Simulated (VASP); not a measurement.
# Ta (P6_3/mmc) in VASP: notebook

The runs below take Ta through single point, relaxation of cell and atoms, with PBEsol.

Everything below comes from runs of VASP 6.6.1. Logs are shortened: lines on timing, memory, paths and dates and some standing lists are left out, and cuts for length are marked.

## 1. The cell of the first run

It takes space group P6_3/mmc (No. 194, hexagonal). Conventional cell: a = 2.868 Å, b = 2.868 Å, c = 5.087 Å, α = 90.00°, β = 90.00°, γ = 120.00°. Ta (site symmetry -6m2) has 12 Ta at 2.87 to 3.03 Å within 3.8 Å.

This isn't the form of Ta at room conditions, which is bcc.

## 2. Single point, PBEsol

Input file INCAR:

```
SYSTEM = Ta
PREC = Accurate
ENCUT = 520
EDIFF = 1E-7
ISMEAR = -1
SIGMA = 0.05
LREAL = .FALSE.
LASPH = .TRUE.
NELM = 60
ALGO = Normal
ISIF = 2
LWAVE = .FALSE.
LCHARG = .TRUE.
GGA = PS
LELF = .TRUE.
LVHAR = .TRUE.
NBANDS = 18
```

Input file KPOINTS:

```
regular mesh
0
G
  17 17 9
  0 0 0
```

Input file POSCAR:

```
Ta
1.0
    2.8680687533      0.0000000000      0.0000000000
   -1.4340343767      2.4838204002      0.0000000000
    0.0000000000      0.0000000000      5.0868250988
Ta
2
Direct
    0.3333333333      0.6666666667      0.2500000000
    0.6666666667      0.3333333333      0.7500000000
```

Potentials or basis: VASP PAW PBE potentials, release 64 (Ta_pv).

Started as:

```console
$ cat potpaw_PBE.64/Ta_pv/POTCAR > POTCAR
$ mpirun -np 1 vasp_std > vasp.out
```

OUTCAR:

```text
SYSTEM = Ta
   PREC = Accurate
   ENCUT = 520
   EDIFF = 1E-7
   ISMEAR = -1
   LREAL = .FALSE.
   LASPH = .TRUE.
   NELM = 60
   ISIF = 2
   GGA = PS

 ion  position               nearest neighbor table
   1  0.333  0.667  0.250-   2 3.03   2 3.03   2 3.03   2 3.03   2 3.03   2 3.03
   2  0.667  0.333  0.750-   1 3.03   1 3.03   1 3.03   1 3.03   1 3.03   1 3.03

  LATTYP: Found a hexagonal cell.
 ALAT       =     2.8680687533
 C/A-ratio  =     1.7736064008

  Lattice vectors:

 A1 = (   2.8680687533,   0.0000000000,   0.0000000000)
 A2 = (  -1.4340343767,   2.4838204002,   0.0000000000)
 A3 = (   0.0000000000,   0.0000000000,   5.0868250988)

Analysis of symmetry for initial positions (statically):
=====================================================================
 Subroutine PRICEL returns:
 Original cell was already a primitive cell.

 Routine SETGRP: Setting up the symmetry group for a
 hexagonal supercell.

 Subroutine GETGRP returns: Found 24 space group operations
 (whereof 12 operations were pure point group operations)
 out of a pool of 24 trial point group operations.

The static configuration has the point symmetry D_3d.
 The point group associated with its full space group is D_6h.

Analysis of symmetry for dynamics (positions and initial velocities):
=====================================================================
 Subroutine PRICEL returns:
 Original cell was already a primitive cell.

 Routine SETGRP: Setting up the symmetry group for a
 hexagonal supercell.

 Subroutine GETGRP returns: Found 24 space group operations
 (whereof 12 operations were pure point group operations)
 out of a pool of 24 trial point group operations.

The dynamic configuration has the point symmetry D_3d.
 The point group associated with its full space group is D_6h.

 Subroutine INISYM returns: Found 24 space group operations
 (whereof 12 operations are pure point group operations),
 and found     1 'primitive' translations

----------------------------------------------------------------------------------------

                                     Primitive cell

  volume of cell :      36.2374

  direct lattice vectors                    reciprocal lattice vectors
     2.868068753  0.000000000  0.000000000     0.348666676  0.201302800  0.000000000
    -1.434034377  2.483820400  0.000000000     0.000000000  0.402605599  0.000000000
     0.000000000  0.000000000  5.086825099     0.000000000  0.000000000  0.196586275

  length of vectors
     2.868068753  2.868068753  5.086825099     0.402605599  0.402605599  0.196586275

  position of ions in fractional coordinates (direct lattice)
     0.333333333  0.666666667  0.250000000
     0.666666667  0.333333333  0.750000000

  ion indices of the primitive-cell ions
   primitive index   ion index
                 1           1
                 2           2

----------------------------------------------------------------------------------------

 KPOINTS: regular mesh

Automatic generation of k-mesh.
 Grid dimensions read from file:
 generate k-points for:   17   17    9

 Generating k-lattice:

  Cartesian coordinates                     Fractional coordinates (reciprocal lattice)
     0.020509804  0.011841341  0.000000000     0.058823529  0.000000000  0.000000000
     0.000000000  0.023682682  0.000000000     0.000000000  0.058823529  0.000000000
     0.000000000  0.000000000  0.021842919     0.000000000  0.000000000  0.111111111

  Length of vectors
     0.023682682  0.023682682  0.021842919

  Shift w.r.t. Gamma in fractional coordinates (k-lattice)
     0.000000000  0.000000000  0.000000000

 Subroutine IBZKPT returns following result:
 ===========================================

 Found    165 irreducible k-points:

 Following reciprocal coordinates:
            Coordinates               Weight
  0.000000  0.000000  0.000000      1.000000
  0.058824  0.000000  0.000000      6.000000
  0.117647  0.000000  0.000000      6.000000
  0.176471  0.000000  0.000000      6.000000
  0.235294  0.000000  0.000000      6.000000
  0.294118  0.000000  0.000000      6.000000
[... 16 lines left out ...]
  0.411765  0.117647  0.000000     12.000000
  0.176471  0.176471  0.000000      6.000000
 [... further k-points ...]
   k-points           NKPTS =    165   k-points in BZ     NKDIM =    165   number of bands    NBANDS=     18
   number of dos      NEDOS =    301   number of ions     NIONS =      2
   total plane-waves  NPLWV =  23040
   dimension x,y,z NGX =    24 NGY =   24 NGZ =   40
   dimension x,y,z NGXF=    48 NGYF=   48 NGZF=   80
   ions per type =               2
   NGX,Y,Z   is equivalent  to a cutoff of  13.91, 13.91, 13.07 a.u.
   NGXF,Y,Z  is equivalent  to a cutoff of  27.82, 27.82, 26.15 a.u.
 SYSTEM =  Ta
   PREC   = accura    normal or accurate (medium, high low for compatibility)
   ISTART =      0    job   : 0-new  1-cont  2-samecut
   ICHARG =      2    charge: 1-file 2-atom 10-const
   ISPIN  =      1    spin polarized calculation?
   LNONCOLLINEAR =      F non collinear calculations
   LSORBIT =      F    spin-orbit coupling
   LASPH  =      T    aspherical Exc in radial PAW
   ENCUT  =  520.0 eV  38.22 Ry    6.18 a.u.   5.33  5.33  9.46*2*pi/ulx,y,z
   NELM   =     60;   NELMIN=  2; NELMDL= -5     # of ELM steps
   EDIFF  = 0.1E-06   stopping-criterion for ELM
   LREAL  =      F    real-space projection
   EDIFFG = 0.1E-05   stopping-criterion for IOM
   NSW    =      0    number of steps for IOM
   IBRION =     -1    ionic relax: 0-MD 1-quasi-New 2-CG
   NFREE  =      0    steps in history (QN), initial steepest desc. (CG)
   ISIF   =      2    stress and relaxation
   ISYM   =      2    0-nonsym 1-usesym 2-fastsym
   POTIM  = 0.5000    time-step for ionic-motion
   TEBEG  =    0.0;   TEEND  =   0.0 temperature during run
   PSTRESS=    0.0 pullay stress
   NELECT =      22.0000    total number of electrons
   NUPDOWN=      -1.0000    fix difference up-down
   EMIN   =  10.00;   EMAX   =-10.00  energy-range for DOS
   EFERMI =   0.00;   METHOD = LEGACY
   ISMEAR =    -1;   SIGMA  =   0.05  broadening in eV -4-tet -1-fermi 0-gaus
   EFERMI_NEDOS =   21; number of points for ismear=-14 and -15
   IALGO  =     38    algorithm
   IMIX   =      4    mixing-type and parameters
     AMIX     =   0.40;   BMIX     =  1.00
[... 21 lines left out ...]
  ---------------------------------------------------
  ext. energy  EPLUGINS =         0.00000000
  ---------------------------------------------------
  free energy    TOTEN  =       -24.52193239 eV

  energy without entropy =      -24.50343341  energy(sigma->0) =      -24.51268290

 E-fermi :   5.6921     XC(G=0): -12.6867

 val. band max:        5.6740962645   @ k =   0.2353   0.1765   0.2222
 cond. band min:       5.6961325756   @ k =   0.3529   0.1176   0.2222
 fundamental gap:      0.0220363111
 Fermi energy:         5.6921347523

 k-point     1 :       0.0000    0.0000    0.0000
  band No.  band energies     occupation
      1     -28.8044      2.00000
      2     -27.8643      2.00000
      3     -27.7584      2.00000
      4     -27.7584      2.00000
      5     -27.6630      2.00000
      6     -27.6630      2.00000
[... 10 lines left out ...]
     17      11.0383      0.00000
     18      11.0383      0.00000

 k-point     2 :       0.0588    0.0000    0.0000
  band No.  band energies     occupation
      1     -28.7918      2.00000
      2     -27.8659      2.00000
      3     -27.7989      2.00000
      4     -27.7694      2.00000
      5     -27.7047      2.00000
      6     -27.6703      2.00000
[... 10 lines left out ...]
     17      11.1022      0.00000
     18      11.3562      0.00000

 k-point     3 :       0.1176    0.0000    0.0000
  band No.  band energies     occupation
      1     -28.7550      2.00000
      2     -27.9144      2.00000
      3     -27.8709      2.00000
      4     -27.8220      2.00000
      5     -27.8006      2.00000
      6     -27.6915      2.00000
[... 10 lines left out ...]
     17      11.2426      0.00000
     18      12.1013      0.00000

 k-point     4 :       0.1765    0.0000    0.0000
  band No.  band energies     occupation
      1     -28.6970      2.00000
      2     -28.0876      2.00000
      3     -27.9946      2.00000
      4     -27.8806      2.00000
      5     -27.8468      2.00000
      6     -27.7241      2.00000
[... 10 lines left out ...]
     17      11.3788      0.00000
     18      13.0247      0.00000

 k-point     5 :       0.2353    0.0000    0.0000
  band No.  band energies     occupation
      1     -28.6224      2.00000
      2     -28.2933      2.00000
      3     -28.1949      2.00000
      4     -27.9010      2.00000
      5     -27.8967      2.00000
      6     -27.7641      2.00000
[... 10 lines left out ...]
     17      11.4699      0.00000
     18      13.9886      0.00000

 k-point     6 :       0.2941    0.0000    0.0000
  band No.  band energies     occupation
      1     -28.5377      2.00000
      2     -28.5022      2.00000
      3     -28.3948      2.00000
      4     -27.9558      2.00000
      5     -27.9204      2.00000
      6     -27.8059      2.00000
[... 10 lines left out ...]
     17      11.5121      0.00000
     18      13.9985      0.00000

 k-point     7 :       0.3529    0.0000    0.0000
  band No.  band energies     occupation
      1     -28.6862      2.00000
      2     -28.5688      2.00000
      3     -28.4512      2.00000
      4     -28.0042      2.00000
      5     -27.9517      2.00000
      6     -27.8436      2.00000
[... 10 lines left out ...]
     17      11.5198      0.00000
     18      13.8407      0.00000

 k-point     8 :       0.4118    0.0000    0.0000
  band No.  band energies     occupation
      1     -28.8224      2.00000
      2     -28.6966      2.00000
      3     -28.3742      2.00000
      4     -28.0401      2.00000
      5     -27.9870      2.00000
      6     -27.8721      2.00000
[... 10 lines left out ...]
     17      11.8775      0.00000
     18      13.9826      0.00000
[... 229 lines left out ...]
     17      11.1305      0.00000
     18      14.2637      0.00000

 k-point    20 :       0.2353    0.1176    0.0000
  band No.  band energies     occupation
      1     -28.5102      2.00000
      2     -28.5010      2.00000
      3     -28.4308      2.00000
      4     -28.0061      2.00000
      5     -27.9291      2.00000
      6     -27.8819      2.00000
[... 10 lines left out ...]
     17      11.0738      0.00000
     18      14.0923      0.00000

 k-point    21 :       0.2941    0.1176    0.0000
  band No.  band energies     occupation
      1     -28.6645      2.00000
      2     -28.5669      2.00000
      3     -28.4260      2.00000
      4     -28.0739      2.00000
      5     -27.9617      2.00000
      6     -27.9311      2.00000
[... 10 lines left out ...]
     17      11.8204      0.00000
     18      14.2999      0.00000

 k-point    22 :       0.3529    0.1176    0.0000
  band No.  band energies     occupation
      1     -28.7852      2.00000
      2     -28.6677      2.00000
      3     -28.3500      2.00000
      4     -28.1247      2.00000
      5     -27.9988      2.00000
      6     -27.9678      2.00000
[... 10 lines left out ...]
     17      12.9379      0.00000
     18      15.0347      0.00000

 k-point    23 :       0.4118    0.1176    0.0000
  band No.  band energies     occupation
      1     -28.8491      2.00000
      2     -28.7213      2.00000
      3     -28.2997      2.00000
      4     -28.1517      2.00000
      5     -28.0281      2.00000
      6     -27.9874      2.00000
[... 10 lines left out ...]
     17      13.7050      0.00000
     18      14.8571      0.00000

 k-point    24 :       0.1765    0.1765    0.0000
  band No.  band energies     occupation
      1     -28.5180      2.00000
      2     -28.4361      2.00000
      3     -28.4324      2.00000
      4     -28.0068      2.00000
      5     -27.9263      2.00000
      6     -27.9064      2.00000
[... 10 lines left out ...]
     17      10.9316      0.00000
     18      14.1547      0.00000

 [... further k-points ...]

------------------------ aborting loop because EDIFF is reached ----------------------------------------

  FORCE on cell =-STRESS in cart. coord.  units (eV):
  Direction    XX          YY          ZZ          XY          YZ          ZX
  --------------------------------------------------------------------------------------
  -------------------------------------------------------------------------------------
  Total        0.0325307      0.0325307      0.0303143     -0.0000000      0.0000000      0.0000000
  in kB        1.4382944      1.4382944      1.3402983     -0.0000000      0.0000000      0.0000000
  external PRESSURE =       1.4056290 kB  Pullay stress =       0.0000000 kB

 VOLUME and BASIS-vectors are now :
 -----------------------------------------------------------------------------
  energy-cutoff  :      520.00
  volume of cell :       36.24
      direct lattice vectors                 reciprocal lattice vectors
     2.868068753  0.000000000  0.000000000     0.348666676  0.201302800  0.000000000
    -1.434034377  2.483820400  0.000000000     0.000000000  0.402605599  0.000000000
     0.000000000  0.000000000  5.086825099     0.000000000  0.000000000  0.196586275

 POSITION                                       TOTAL-FORCE (eV/Angst)
 -----------------------------------------------------------------------------------
     -0.00000      1.65588      1.27171        -0.000000      0.000000      0.000000
      1.43403      0.82794      3.81512         0.000000      0.000000      0.000000
 -----------------------------------------------------------------------------------
    total drift:                               -0.000000      0.000000     -0.000000

  FREE ENERGIE OF THE ION-ELECTRON SYSTEM (eV)
  ---------------------------------------------------
  free  energy   TOTEN  =       -24.5219323913 eV

  energy  without entropy=      -24.5034334092  energy(sigma->0) =      -24.51268290
```

Run time: 56 s. Hardware: 1 thread of AMD EPYC 9R45 (Zen 5), shared host; peak memory 0.19 GiB.

Results:

```yaml
Free_energy: -24.5219 eV
Pressure: 0.1 GPa
Band_gap_on_the_k_mesh: zero (bands 11 and 12 overlap by 1.94 eV)
```

Caveat: the PAW data sets were made with another functional, which shifts forces and pressure a little; spin-orbit coupling is left out, which moves the levels of the heavy elements.

## 3. Relaxation of cell and atoms, PBEsol

This run uses another cell than the first one, of 17.71 Å³/atom.

Input file INCAR:

```
SYSTEM = Ta
PREC     = Accurate       ! precision mode
ENCUT    = 600            ! plane-wave cutoff, eV
EDIFF    = 1E-6           ! SCF threshold, eV
ISMEAR   = -1             ! smearing method
SIGMA    = 0.05           ! smearing width, eV
LREAL    = .False.        ! projectors in reciprocal space
LASPH    = .True.         ! aspherical terms in the spheres
NELM     = 60             ! most SCF steps
ALGO     = Normal         ! electronic algorithm
ISIF     = 3              ! what is computed and relaxed
LWAVE    = .False.        ! write WAVECAR
LCHARG   = .False.        ! write CHGCAR
GGA      = PS             ! functional
IBRION   = 2              ! ionic algorithm
NSW      = 60             ! ionic steps
EDIFFG   = -0.005         ! ionic threshold
```

Input file KPOINTS:

```
regular mesh
0
Gamma
  17 17 9
  0 0 0
```

Input file POSCAR:

```
Ta
1.0
    2.9333243912      0.0000000000      0.0000000000
   -1.4666621956      2.5403334404      0.0000000000
    0.0000000000      0.0000000000      4.7519855138
Ta
2
Direct
    0.3333333333      0.6666666667      0.2500000000
    0.6666666667      0.3333333333      0.7500000000
```

Potentials or basis: VASP PAW PBE potentials, release 64 (Ta_pv).

Started as:

```console
$ cat potpaw_PBE.64/Ta_pv/POTCAR > POTCAR
$ mpirun -np 1 vasp_std > vasp.out
```

Run time: 3.4 min. Hardware: 1 thread of AMD EPYC 9R45 (Zen 5), shared host; peak memory 0.2 GiB.

The run converged. Its results:

```
Free energy                           : -24.5220 eV
Relaxed volume                        : 18.13 Å³/atom
Relaxed cell                          : a = 2.869 Å, b = 2.869 Å, c = 5.088 Å, α = 90.00°, β = 90.00°, γ = 120.00°
Space group after relaxing (to 0.1 Å) : P6_3/mmc (No. 194)
Energy gained by relaxing             : 58.3 meV/atom
Ionic steps                           : 7
Pressure after relaxing               : 0.0 GPa
Band gap on the k mesh                : zero (bands 11 and 12 overlap by 1.94 eV)
```

The path:
```csv
step,energy change (eV),largest force (eV/Å),pressure (GPa),volume (Å³)
1,0.0000,0.0000,4.86,35.41
2,-0.0450,0.0000,-9.68,38.18
3,-0.0662,0.0000,-5.06,37.16
4,-0.1097,0.0000,-0.96,36.50
5,-0.1138,0.0000,-2.01,36.65
6,-0.1143,0.0000,1.90,35.92
7,-0.1166,0.0000,-0.01,36.27
```

Final structure:
```xyz
2
Lattice="2.8689 0.0000 0.0000 -1.4345 2.4845 0.0000 0.0000 0.0000 5.0880" Properties=species:S:1:pos:R:3 pbc="T T T"
Ta    0.0000    1.6564    1.2720
Ta    1.4345    0.8282    3.8160
```

Levels at points of the mesh, in eV from the Fermi level:
```
           k point  band 9  band 10  band 11  band 12  band 13  band 14
(0.00, 0.00, 0.00)   -0.56     0.05     0.59     0.59     1.20     1.20
```

Caveat: the PAW data sets were made with another functional, which shifts forces and pressure a little; spin-orbit coupling is left out, which moves the levels of the heavy elements.

## 4. Single point, PBEsol

This run uses another cell than the first one: it holds 4 atoms, not 2.

Input file INCAR:

```
ALGO     = Normal         # electronic algorithm
EDIFF    = 1E-6           # SCF threshold, eV
ENCUT    = 520            # plane-wave cutoff, eV
GGA      = PS             # functional
ISIF     = 2              # what is computed and relaxed
ISMEAR   = -1             # smearing method
LASPH    = True           # aspherical terms in the spheres
LCHARG   = True           # write CHGCAR
LELF     = True           # ELF
LREAL    = False          # projectors in reciprocal space
LVHAR    = True         
LWAVE    = False          # write WAVECAR
NBANDS   = 30             # bands
NELM     = 60             # most SCF steps
PREC     = Accurate       # precision mode
SIGMA    = 0.05           # smearing width, eV
```

Input file KPOINTS:

```
k-points
0
Gamma
  8 7 13
```

Input file POSCAR:

```
Ta
1.0
    0.0000000000      4.9676408003      0.0000000000
    0.0000000000      0.0000000000      5.0868250988
    2.8680687533      0.0000000000      0.0000000000
Ta
4
Direct
    0.3333333330      0.2500000000      0.0000000000
    0.8333333330      0.2500000000      0.5000000000
    0.1666666670      0.7500000000      0.5000000000
    0.6666666670      0.7500000000      0.0000000000
```

Started as:

```console
$ cat potpaw_PBE.64/Ta_pv/POTCAR > POTCAR
$ mpirun -np 1 vasp_std > vasp.out
```

Run time: 2.3 min. Hardware: 1 thread of AMD EPYC 9R45 (Zen 5), shared host; peak memory 0.31 GiB.

It converged, with:

```
Free energy            : -49.0439 eV
Pressure               : 0.1 GPa
Largest force          : 0.004 eV/Å
Band gap on the k mesh : zero (bands 22 and 23 overlap by 1.80 eV)
```

Forces in eV/Å, atoms in the order of the input:
```
Ta   0.000 -0.004  0.000
Ta   0.000 -0.004  0.000
Ta   0.000  0.004  0.000
Ta   0.000  0.004  0.000
```

Stress tensor (GPa, compression positive):
```
-0.05  0.00  0.00
 0.00  0.07  0.00
 0.00  0.00  0.27
```

Levels at points of the mesh, in eV from the Fermi level:
```
           k point  band 18  band 19  band 20  band 21  band 22  band 23  band 24  band 25  band 26  band 27
(0.00, 0.00, 0.00)    -0.56    -0.39    -0.35     0.05     0.56     0.60     0.60     0.83     1.20     1.20
(0.50, 0.00, 0.00)    -2.04    -0.99    -0.99    -0.47    -0.47     0.90     0.90     1.71     1.71     1.74
```

Caveat: the PAW data sets were made with another functional, which shifts forces and pressure a little; spin-orbit coupling is left out, which moves the levels of the heavy elements.

## 5. The runs side by side

| task | cell | k mesh | cutoff (eV) | gap on the mesh (eV) | pressure (GPa) |
| --- | --- | --- | --- | --- | --- |
| single point | a = 2.868, b = 2.868, c = 5.087 Å, angles 90.0, 90.0, 120.0°, 2 atoms, atomic positions A | 17 × 17 × 9 | 520 | none | 0.1 |
| relaxation of cell and atoms | relaxed from a = 2.933, b = 2.933, c = 4.752 Å, angles 90.0, 90.0, 120.0°, 2 atoms, atomic positions A | 17 × 17 × 9 | 600 | none | 0.0 |
| single point | a = 4.968, b = 5.087, c = 2.868 Å, 4 atoms, atomic positions B | 8 × 7 × 13 | 520 | none | 0.1 |

Alike in all rows: level PBEsol; potentials or basis VASP PAW PBE potentials, release 64 (Ta_pv); no spin polarisation; smearing fermi-dirac 0.05 eV.

Caveats: the PAW data sets were made with another functional, which shifts forces and pressure a little; spin-orbit coupling is left out, which moves the levels of the heavy elements.

Absolute energies hang on the potentials; compare differences alone.

The gap in the log of VASP goes by the Fermi energy; the results here count the filled bands.